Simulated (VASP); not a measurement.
# Si24O47 (a cell with a defect) in VASP: single point with PBEsol

Aim: the single point of Si24O47 (a cell with a defect) with PBEsol.

Everything below comes from runs of VASP 6.6.1. Logs are shortened: lines on timing, memory, paths and dates and some standing lists are left out, and cuts for length are marked.

## 1. The cell of the first run

The cell holds a defect, 71 atoms: a = 8.389 Å, b = 8.389 Å, c = 8.036 Å, α = 90.00°, β = 90.00°, γ = 90.00°.

## 2. Single point, PBEsol

The input, INCAR:

```
SYSTEM = Si24O47
ALGO = Normal
EDIFF = 1E-6
ENCUT = 520
GGA = PS
ISIF = 2
ISMEAR = -1
ISYM = 0
LASPH = .True.
LCHARG = .False.
LREAL = Auto
LWAVE = .False.
NBANDS = 230
NELM = 60
PREC = Accurate
SIGMA = 0.05
```

The input, KPOINTS:

```
Automatic mesh
0
Gamma
  1 1 1
  0.25 0.25 0.25
```

The input, POSCAR:

```
Si24O47
1.0
    8.3886930000      0.0000000000      0.0000000000
    0.0000000000      8.3886930000      0.0000000000
    0.0000000000      0.0000000000      8.0356430000
Si O
24 47
Direct
    0.0001640000      0.0004780000      0.0001170000
    0.0013590000      0.9992700000      0.3321930000
    0.0013660000      0.9992940000      0.6680420000
    0.0007760000      0.4998270000      0.0001210000
    0.0013110000      0.5015050000      0.3337670000
    0.0013570000      0.5014690000      0.6664780000
    0.5008010000      0.9998520000      0.0001130000
    0.4991620000      0.9992890000      0.3337560000
    0.4991410000      0.9993270000      0.6664670000
    0.4998850000      0.5007620000      0.0001160000
    0.5041520000      0.4965420000      0.3425300000
    0.5041000000      0.4964910000      0.6577010000
    0.2508640000      0.2499280000      0.1669120000
    0.2502860000      0.2492170000      0.5001100000
    0.2508950000      0.2499310000      0.8333860000
    0.2526750000      0.7479450000      0.1668330000
    0.2491970000      0.7514420000      0.5001180000
    0.2526790000      0.7479610000      0.8333980000
    0.7488180000      0.2518130000      0.1667280000
    0.7556730000      0.2449760000      0.5001190000
    0.7488100000      0.2518140000      0.8335100000
    0.7507070000      0.7497580000      0.1668520000
    0.7514370000      0.7503640000      0.5001250000
    0.7507310000      0.7497730000      0.8333270000
    0.1532100000      0.1534530000      0.0001330000
    0.1531320000      0.1526580000      0.3333260000
    0.1531510000      0.1527040000      0.6669130000
    0.1546710000      0.6518400000      0.0001090000
    0.1525950000      0.6539470000      0.3329450000
    0.1526210000      0.6539470000      0.6672710000
    0.6534600000      0.1528680000      0.0001580000
    0.6514170000      0.1560260000      0.3357050000
    0.6513470000      0.1561030000      0.6644810000
    0.6535310000      0.6535400000      0.0000310000
    0.6553270000      0.6523400000      0.3352270000
    0.6553580000      0.6524660000      0.6650400000
    0.3471050000      0.3471270000      0.0002030000
    0.3481730000      0.3453030000      0.3351880000
    0.3483040000      0.3453250000      0.6650120000
    0.3487770000      0.8459630000      0.0001250000
    0.3466850000      0.8480150000      0.3329650000
    0.3466870000      0.8480360000      0.6672860000
    0.8477490000      0.3471730000      0.0000760000
    0.8445180000      0.3493070000      0.3357630000
    0.8446180000      0.3492200000      0.6645310000
    0.8471970000      0.8474440000      0.0001020000
    0.8479500000      0.8474880000      0.3333170000
    0.8479900000      0.8475160000      0.6669140000
    0.0969380000      0.4026250000      0.1676930000
    0.0971150000      0.4028770000      0.5001170000
    0.0971280000      0.4026600000      0.8325480000
    0.0975730000      0.9030360000      0.1659780000
    0.0973690000      0.9032700000      0.5001200000
    0.0976040000      0.9030720000      0.8342540000
    0.5982670000      0.4027400000      0.1668710000
    0.5978980000      0.4023770000      0.8333620000
    0.5979690000      0.9035070000      0.1676930000
    0.5977570000      0.9035270000      0.5001110000
    0.5979960000      0.9036790000      0.8325430000
    0.4037190000      0.0970050000      0.1666390000
    0.4022950000      0.0956450000      0.5001040000
    0.4036810000      0.0970280000      0.8336180000
    0.4049080000      0.5957490000      0.1692610000
    0.3996240000      0.6009800000      0.5001150000
    0.4049000000      0.5957490000      0.8309770000
    0.9026950000      0.0979540000      0.1676230000
    0.9043070000      0.0963070000      0.5001140000
    0.9026910000      0.0979550000      0.8326170000
    0.9036030000      0.5969540000      0.1666130000
    0.9050110000      0.5983570000      0.5001350000
    0.9036370000      0.5969190000      0.8335960000
```

Potentials or basis: VASP PAW PBE potentials, release 64 (Si, O).

Run with:

```bash
> cat potpaw_PBE.64/Si/POTCAR potpaw_PBE.64/O/POTCAR > POTCAR
> mpirun -np 1 vasp_std > vasp.out
```

OUTCAR:

```text
SYSTEM = Si24O47
   EDIFF = 1E-6
   ENCUT = 520
   GGA = PS
   ISIF = 2
   ISMEAR = -1
   ISYM = 0
   LASPH = .True.
   LREAL = Auto
   NELM = 60
   PREC = Accurate

 ion  position               nearest neighbor table
   1  0.000  0.000  0.000-  54 1.76  52 1.76  68 1.77  66 1.77  46 1.82  25 1.82   3 2.67   2 2.67

   2  0.001  0.999  0.332-  52 1.76  53 1.77  66 1.77  67 1.77  26 1.81  47 1.81   1 2.67   3 2.70

   3  0.001  0.999  0.668-  54 1.76  53 1.77  68 1.77  67 1.77  48 1.81  27 1.81   1 2.67   2 2.70

   4  0.001  0.500  0.000-  71 1.77  69 1.77  49 1.77  51 1.77  43 1.81  28 1.81   6 2.68   5 2.68

   5  0.001  0.502  0.334-  70 1.76  49 1.76  69 1.77  50 1.77  29 1.80  44 1.83   6 2.67   4 2.68

   6  0.001  0.501  0.666-  70 1.76  51 1.76  50 1.77  71 1.77  30 1.80  45 1.83   5 2.67   4 2.68

   7  0.501  1.000  0.000-  60 1.77  62 1.77  59 1.77  57 1.77  31 1.81  40 1.81   8 2.68   9 2.68

   8  0.499  0.999  0.334-  61 1.76  57 1.76  60 1.77  58 1.77  41 1.80  32 1.83   9 2.67   7 2.68

   9  0.499  0.999  0.666-  61 1.76  59 1.76  62 1.77  58 1.77  42 1.80  33 1.83   8 2.67   7 2.68

  10  0.500  0.501  0.000-  65 1.77  63 1.77  56 1.78  55 1.78  37 1.82  34 1.82  11 2.75  12 2.75

  11  0.504  0.497  0.343-  64 1.77  55 1.80  35 1.82  63 1.82  38 1.82  12 2.53  10 2.75
  12  0.504  0.496  0.658-  64 1.77  56 1.80  39 1.82  65 1.82  36 1.82  11 2.53  10 2.75
  13  0.251  0.250  0.167-  37 1.76  25 1.77  26 1.77  38 1.77  60 1.81  49 1.82  14 2.68  15 2.68

  14  0.250  0.249  0.500-  38 1.76  39 1.76  27 1.77  26 1.77  61 1.81  50 1.82  13 2.68  15 2.68

  15  0.251  0.250  0.833-  37 1.76  25 1.77  27 1.77  39 1.77  62 1.81  51 1.82  14 2.68  13 2.68

  16  0.253  0.748  0.167-  29 1.76  41 1.76  40 1.77  28 1.77  63 1.81  52 1.84  17 2.68  18 2.68

  17  0.249  0.751  0.500-  41 1.77  30 1.77  42 1.77  29 1.77  64 1.78  53 1.80  18 2.68  16 2.68
[... 59 lines left out ...]
  70  0.905  0.598  0.500-   5 1.76   6 1.76  23 1.81
  71  0.904  0.597  0.834-   6 1.77   4 1.77  24 1.81

IMPORTANT INFORMATION: All symmetrisations will be switched off!
NOSYMM: (Re-)initialisation of all symmetry stuff for point group C_1.

----------------------------------------------------------------------------------------

                                     Primitive cell

  volume of cell :     565.4696

  direct lattice vectors                    reciprocal lattice vectors
     8.388693000  0.000000000  0.000000000     0.119208082  0.000000000  0.000000000
     0.000000000  8.388693000  0.000000000     0.000000000  0.119208082  0.000000000
     0.000000000  0.000000000  8.035643000     0.000000000  0.000000000  0.124445548

  length of vectors
     8.388693000  8.388693000  8.035643000     0.119208082  0.119208082  0.124445548

  position of ions in fractional coordinates (direct lattice)
     0.000164000  0.000478000  0.000117000
     0.001359000  0.999270000  0.332193000
     0.001366000  0.999294000  0.668042000
     0.000776000  0.499827000  0.000121000
     0.001311000  0.501505000  0.333767000
     0.001357000  0.501469000  0.666478000
[... 63 lines left out ...]
     0.905011000  0.598357000  0.500135000
     0.903637000  0.596919000  0.833596000

  ion indices of the primitive-cell ions
   primitive index   ion index
                 1           1
                 2           2
                 3           3
                 4           4
                 5           5
                 6           6
[... 63 lines left out ...]
                70          70
                71          71

----------------------------------------------------------------------------------------

 KPOINTS: Automatic mesh

Automatic generation of k-mesh.
 Grid dimensions read from file:
 generate k-points for:    1    1    1

 Generating k-lattice:

  Cartesian coordinates                     Fractional coordinates (reciprocal lattice)
     0.119208082  0.000000000  0.000000000     1.000000000  0.000000000  0.000000000
     0.000000000  0.119208082  0.000000000     0.000000000  1.000000000  0.000000000
     0.000000000  0.000000000  0.124445548     0.000000000  0.000000000  1.000000000

  Length of vectors
     0.119208082  0.119208082  0.124445548

  Shift w.r.t. Gamma in fractional coordinates (k-lattice)
     0.250000000  0.250000000  0.250000000

 Subroutine IBZKPT returns following result:
 ===========================================

 Found      4 irreducible k-points:

 Following reciprocal coordinates:
            Coordinates               Weight
  0.250000  0.250000  0.250000      2.000000
 -0.250000  0.250000  0.250000      2.000000
 -0.250000 -0.250000  0.250000      2.000000
  0.250000 -0.250000  0.250000      2.000000
   k-points           NKPTS =      4   k-points in BZ     NKDIM =      4   number of bands    NBANDS=    230
   number of dos      NEDOS =    301   number of ions     NIONS =     71
   total plane-waves  NPLWV = 245760
   dimension x,y,z NGX =    64 NGY =   64 NGZ =   60
   dimension x,y,z NGXF=   128 NGYF=  128 NGZF=  120
   ions per type =              24  47
   NGX,Y,Z   is equivalent  to a cutoff of  12.68, 12.68, 12.41 a.u.
   NGXF,Y,Z  is equivalent  to a cutoff of  25.37, 25.37, 24.83 a.u.
 SYSTEM =  Si24O47
   PREC   = accura    normal or accurate (medium, high low for compatibility)
   ISTART =      0    job   : 0-new  1-cont  2-samecut
   ICHARG =      2    charge: 1-file 2-atom 10-const
   ISPIN  =      1    spin polarized calculation?
   LNONCOLLINEAR =      F non collinear calculations
   LSORBIT =      F    spin-orbit coupling
   LASPH  =      T    aspherical Exc in radial PAW
   ENCUT  =  520.0 eV  38.22 Ry    6.18 a.u.  15.60 15.60 14.94*2*pi/ulx,y,z
   NELM   =     60;   NELMIN=  2; NELMDL= -5     # of ELM steps
   EDIFF  = 0.1E-05   stopping-criterion for ELM
   LREAL  =      T    real-space projection
   EDIFFG = 0.1E-04   stopping-criterion for IOM
   NSW    =      0    number of steps for IOM
   IBRION =     -1    ionic relax: 0-MD 1-quasi-New 2-CG
   NFREE  =      0    steps in history (QN), initial steepest desc. (CG)
   ISIF   =      2    stress and relaxation
   ISYM   =      0    0-nonsym 1-usesym 2-fastsym
   POTIM  = 0.5000    time-step for ionic-motion
   TEBEG  =    0.0;   TEEND  =   0.0 temperature during run
   PSTRESS=    0.0 pullay stress
   NELECT =     378.0000    total number of electrons
   NUPDOWN=      -1.0000    fix difference up-down
   EMIN   =  10.00;   EMAX   =-10.00  energy-range for DOS
   EFERMI =   0.00;   METHOD = LEGACY
   ISMEAR =    -1;   SIGMA  =   0.05  broadening in eV -4-tet -1-fermi 0-gaus
   EFERMI_NEDOS =   21; number of points for ismear=-14 and -15
   IALGO  =     38    algorithm
   IMIX   =      4    mixing-type and parameters
     AMIX     =   0.40;   BMIX     =  1.00
     AMIX_MAG =   1.60;   BMIX_MAG =  1.00
  volume/ion in A,a.u.               =       7.96        53.75
  Fermi-wavevector in a.u.,A,eV,Ry     =   1.431426  2.705004 27.878086  2.048982
  Thomas-Fermi vector in A             =   2.551164
   LORBIT       =      0    0 simple, 1 ext, 2 COOP (PROOUT), +10 PAW based schemes
   GGA     = PS    functional components
   LHFCALC =     F    Hartree Fock is set to
   AEXX    =    0.0000 exact exchange contribution
   IVDW    =     0    specifies the selected vdW correction
   LEPSILON=     F    determine dielectric tensor
   LRPA    =     F    only Hartree local field effects (RPA)
 non-spin polarized calculation
  energy-cutoff  :      520.00
  volume of cell :      565.47
 maximum number of plane-waves:     15222
 NGX is ok and might be reduce to    64
   NGX = 31   NGY = 31   NGZ = 29

 number of electron     377.9999822 magnetization

 Free energy of the ion-electron system (eV)
  ---------------------------------------------------
  ext. energy  EPLUGINS =         0.00000000
  ---------------------------------------------------
  free energy    TOTEN  =      -576.18828159 eV

  energy without entropy =     -576.18828159  energy(sigma->0) =     -576.18828159

 E-fermi :  10.1106     XC(G=0): -12.4051

 val. band max:        8.9072366611   @ k =  -0.2500  -0.2500   0.2500
 cond. band min:      13.0978913947   @ k =   0.2500  -0.2500   0.2500
 fundamental gap:      4.1906547336
 Fermi energy:        10.1105721508

 k-point     1 :       0.2500    0.2500    0.2500
  band No.  band energies     occupation
      1     -14.2654      2.00000
      2     -13.6979      2.00000
      3     -13.6346      2.00000
      4     -13.5452      2.00000
      5     -13.1368      2.00000
      6     -13.0612      2.00000
[... 805 lines left out ...]
    200      15.7243      0.00000
    201      15.7268      0.00000
 [bands above 201 left out]

------------------------ aborting loop because EDIFF is reached ----------------------------------------

  FORCE on cell =-STRESS in cart. coord.  units (eV):
  Direction    XX          YY          ZZ          XY          YZ          ZX
  --------------------------------------------------------------------------------------
  -------------------------------------------------------------------------------------
  Total        1.4988223      1.4919020     -1.6941650      1.3277326      0.0056955      0.0031469
  in kB        4.2466991      4.2270914     -4.8001749      3.7619409      0.0161373      0.0089163
  external PRESSURE =       1.2245385 kB  Pullay stress =       0.0000000 kB

 VOLUME and BASIS-vectors are now :
 -----------------------------------------------------------------------------
  energy-cutoff  :      520.00
  volume of cell :      565.47
      direct lattice vectors                 reciprocal lattice vectors
     8.388693000  0.000000000  0.000000000     0.119208082  0.000000000  0.000000000
     0.000000000  8.388693000  0.000000000     0.000000000  0.119208082  0.000000000
     0.000000000  0.000000000  8.035643000     0.000000000  0.000000000  0.124445548

 POSITION                                       TOTAL-FORCE (eV/Angst)
 -----------------------------------------------------------------------------------
      0.00138      0.00401      0.00094        -0.000839      0.002071      0.000458
      0.01140      8.38257      2.66938        -0.003036      0.003542      0.014907
      0.01146      8.38277      5.36815        -0.000943      0.004011     -0.015610
      0.00651      4.19290      0.00097        -0.000959     -0.001342     -0.002930
      0.01100      4.20697      2.68203        -0.008181     -0.006540     -0.002981
      0.01138      4.20667      5.35558        -0.005391     -0.004954      0.003592
[... 63 lines left out ...]
      7.59186      5.01943      4.01891        -0.032091      0.023400      0.000745
      7.58033      5.00737      6.69848        -0.026636      0.026209     -0.001623
 -----------------------------------------------------------------------------------
    total drift:                               -0.042607     -0.009751     -0.007066

  FREE ENERGIE OF THE ION-ELECTRON SYSTEM (eV)
  ---------------------------------------------------
  free  energy   TOTEN  =      -576.1882815919 eV

  energy  without entropy=     -576.1882815918  energy(sigma->0) =     -576.18828159
```

Run time: 21 min. Hardware: 1 thread of Oxide Virtual Turin-like, shared host; peak memory 0.67 GiB.

Results:

| Item | Value |
| --- | --- |
| Free energy | -576.1883 eV |
| Pressure | 0.1 GPa |
| Largest force | 0.078 eV/Å |
| Band gap on the k mesh | 4.19 eV |

Forces on the atoms (eV/Å):
```
Si  -0.001  0.002  0.000
Si  -0.003  0.004  0.015
Si  -0.001  0.004 -0.016
Si  -0.001 -0.001 -0.003
Si  -0.008 -0.007 -0.003
Si  -0.005 -0.005  0.004
Si   0.002  0.002  0.004
Si   0.007  0.006 -0.003
Si   0.008  0.008  0.004
Si   0.002  0.000  0.001
Si   0.021 -0.024  0.028
Si   0.024 -0.021 -0.028
Si   0.001  0.005 -0.002
Si  -0.012 -0.003  0.005
Si   0.006  0.009 -0.006
Si  -0.001  0.004  0.003
Si   0.005 -0.004  0.000
Si  -0.002  0.002 -0.003
Si   0.006  0.004  0.006
Si  -0.030  0.028  0.001
Si   0.001 -0.003 -0.004
Si  -0.007 -0.007  0.007
Si   0.003  0.012 -0.005
Si  -0.005  0.000  0.001
O   -0.028 -0.026 -0.001
O   -0.021 -0.016  0.000
O   -0.021 -0.018  0.000
O   -0.024 -0.015  0.002
O   -0.021 -0.026  0.000
O   -0.023 -0.025  0.002
O   -0.024 -0.026 -0.003
O   -0.029 -0.040 -0.010
O   -0.021 -0.047  0.011
O   -0.023 -0.024  0.004
O   -0.005 -0.008 -0.002
O   -0.020 -0.033  0.006
O    0.022  0.020 -0.006
O    0.032  0.019 -0.003
O    0.006  0.003  0.001
O    0.018  0.025 -0.001
O    0.025  0.022 -0.002
O    0.028  0.022  0.000
O    0.025  0.023  0.002
O    0.049  0.021 -0.012
O    0.040  0.029  0.010
O    0.022  0.024 -0.001
O    0.018  0.020 -0.001
O    0.016  0.020  0.001
O    0.036 -0.027  0.000
O    0.027 -0.025 -0.002
O    0.018 -0.022  0.003
O    0.033 -0.034 -0.006
O    0.015 -0.018 -0.001
O    0.032 -0.036  0.006
O   -0.005 -0.030 -0.003
O    0.030  0.003  0.003
O    0.021 -0.018 -0.002
O    0.024 -0.030  0.002
O    0.027 -0.036 -0.001
O   -0.028  0.025  0.000
O   -0.026  0.032  0.000
O   -0.027  0.027 -0.002
O   -0.019  0.020  0.009
O   -0.051  0.059  0.000
O   -0.017  0.019 -0.010
O   -0.027  0.027 -0.004
O   -0.004  0.006  0.000
O   -0.027  0.025  0.006
O   -0.028  0.025  0.001
O   -0.032  0.023  0.001
O   -0.027  0.026 -0.002
```

Caveat: the PAW data sets were made with another functional, which shifts forces and pressure a little.
